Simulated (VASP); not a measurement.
A run of VASP 6.6.1 is set up as follows.

Contents of POSCAR:

```
SnSe
1.0
    0.0000000000      5.9712370000      5.9712370000
    5.9712370000      0.0000000000      5.9712370000
    5.9712370000      5.9712370000      0.0000000000
Sn Se
8 8
Direct
   -0.0036722709     -0.0015933047      0.0011722864
    0.0010146976     -0.0000149048      0.5017759302
    0.0024762038      0.4991577122     -0.0005281988
   -0.0024634762      0.5026412450      0.5004403610
    0.4997718228     -0.0005426011     -0.0006238238
    0.4988425346      0.0042416672      0.4999195309
    0.4978090804      0.5000024283     -0.0006717201
    0.5047117540      0.4992299753      0.4965132853
    0.2436203755      0.2500929037      0.2501017796
    0.2516311947      0.2466456280      0.7525192016
    0.2512522950      0.7513528604      0.2512105951
    0.2476815105      0.7506469765      0.7517206234
    0.7490663995      0.2497792333      0.2547944421
    0.7490319008      0.2477185213      0.7473510095
    0.7511132116      0.7493107375      0.2457808993
    0.7538032739      0.7507988713      0.7461067112
```

INCAR.step1

```
PREC = Accurate ; ENCUT = 520
ISMEAR = -1 ; SIGMA = 0.02
LREAL = Auto ; LASPH = True
NELM = 80 ; NBANDS = 94
GGA = PE ; ALGO = Normal
EDIFF = 1E-4 ; LWAVE = True
LCHARG = False
```

Contents of INCAR.step2:

```
PREC = Accurate ; ENCUT = 520
EDIFF = 1E-6 ; ISMEAR = -1
SIGMA = 0.02 ; LREAL = Auto
LASPH = True ; NELM = 80
ALGO = Normal ; ISIF = 2
LWAVE = False ; LCHARG = False
METAGGA = R2SCAN ; LMIXTAU = True
NBANDS = 94 ; ISTART = 1
```

Contents of KPOINTS:

```
regular mesh
0
Gamma
  2 2 2
```

Potentials or basis: VASP PAW PBE potentials, release 64 (Sn_d, Se).

Run with:

```console
$ cat potpaw_PBE.64/Sn_d/POTCAR potpaw_PBE.64/Se/POTCAR > POTCAR
$ cp INCAR.step1 INCAR
$ mpirun -np 1 vasp_std > vasp.out
$ cp INCAR.step2 INCAR
$ mpirun -np 1 vasp_std > vasp.out
```

Q: Predict the pressure.

A: -0.2 GPa.

Q: What does it give for the largest force?

A: 0.219 eV/Å.

Forces in eV/Å, atoms in the order of the input:
```
Sn  -0.010  0.065  0.101
Sn  -0.042 -0.049 -0.028
Sn   0.007 -0.040 -0.003
Sn  -0.041  0.025  0.029
Sn   0.013 -0.032 -0.009
Sn  -0.003  0.037 -0.016
Sn   0.058  0.025  0.039
Sn   0.039 -0.038 -0.073
Se   0.001  0.114  0.186
Se  -0.067 -0.109  0.020
Se  -0.149 -0.105 -0.113
Se   0.009  0.089  0.020
Se  -0.070 -0.087 -0.021
Se   0.118  0.073  0.069
Se   0.068  0.117 -0.023
Se   0.068 -0.086 -0.177
```

Caveat: the k points lie up to 0.46 Å⁻¹ apart; the atoms stand as in a frame of molecular dynamics; the PAW data sets were made with another functional, which shifts forces and pressure a little.
